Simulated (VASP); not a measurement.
## BN: dielectric tensor with LDA

The system is BN.

```xyz
2
Lattice="2.5080 0.0000 0.0000 -1.2467 2.1762 0.0000 -0.6307 -1.0881 3.0225" Properties=species:S:1:pos:R:3 pbc="T T T"
B     1.2297    2.1384    0.0055
N     0.6410   -0.3484    2.9772
```

```json
{
  "Program": "VASP 6.6.1",
  "Task": "dielectric tensor",
  "Functional": "LDA",
  "Potentials or basis": "VASP PAW LDA potentials, release 64 (B, N)",
  "Cutoff": "520 eV",
  "k mesh": "10 × 10 × 8",
  "Occupations": "gaussian, width 0.01 eV",
  "Spin": "no spin polarisation",
  "Dipole correction": "no",
  "Further INCAR settings": "ALGO = Normal; EDIFF = 1e-08"
}
```

```yaml
Band_gap_on_the_k_mesh: 2.57 eV (least direct gap 4.45 eV)
Electronic_dielectric_tensor_diagonal: 5.03, 5.57, 3.15
Born_charges_mean_of_the_diagonal: B +2.13; N -2.13 e
```

Levels at points of the mesh, in eV from the valence-band top:
| k point | band 1 | band 2 | band 3 | band 4 | band 5 | band 6 | band 7 | band 8 |
| --- | --- | --- | --- | --- | --- | --- | --- | --- |
| (0.00, 0.00, 0.00) | -18.15 | -3.88 | -2.55 | -0.93 | 5.18 | 9.99 | 12.10 | 12.66 |
| (0.50, 0.00, 0.00) | -14.68 | -9.14 | -4.94 | -1.70 | 4.65 | 9.36 | 13.26 | 16.79 |
| (0.00, 0.50, 0.00) | -14.85 | -9.37 | -4.20 | -1.17 | 3.54 | 9.48 | 13.54 | 16.85 |
| (0.50, 0.50, 0.00) | -14.94 | -9.57 | -4.35 | -0.21 | 6.01 | 8.90 | 12.04 | 14.25 |
| (0.00, 0.00, 0.50) | -17.54 | -7.22 | -2.57 | -0.97 | 9.71 | 10.45 | 12.09 | 12.44 |
| (0.50, 0.00, 0.50) | -14.67 | -9.15 | -4.94 | -1.59 | 4.32 | 9.41 | 13.50 | 17.00 |
| (0.00, 0.50, 0.50) | -14.85 | -9.36 | -4.20 | -1.27 | 3.76 | 9.42 | 13.41 | 16.70 |
| (0.50, 0.50, 0.50) | -14.59 | -9.01 | -4.50 | -2.33 | 2.57 | 9.01 | 15.05 | 19.32 |

Electronic dielectric tensor:
```
 5.03 -0.26  0.04
-0.26  5.57 -0.02
 0.04 -0.02  3.15
```

Born effective charge tensors (e):
atom 1, B
```
 2.54 -0.16  0.01
-0.17  2.95  0.00
 0.02 -0.01  0.89
```
atom 2, N
```
-2.54  0.16 -0.01
 0.17 -2.95  0.00
-0.02  0.01 -0.89
```

It took 4.7 min on 1 thread of AMD EPYC 7R43 64-Core Processor (Zen 3), on a shared host, peak memory 0.23 GiB.

A k mesh can miss the band edges.
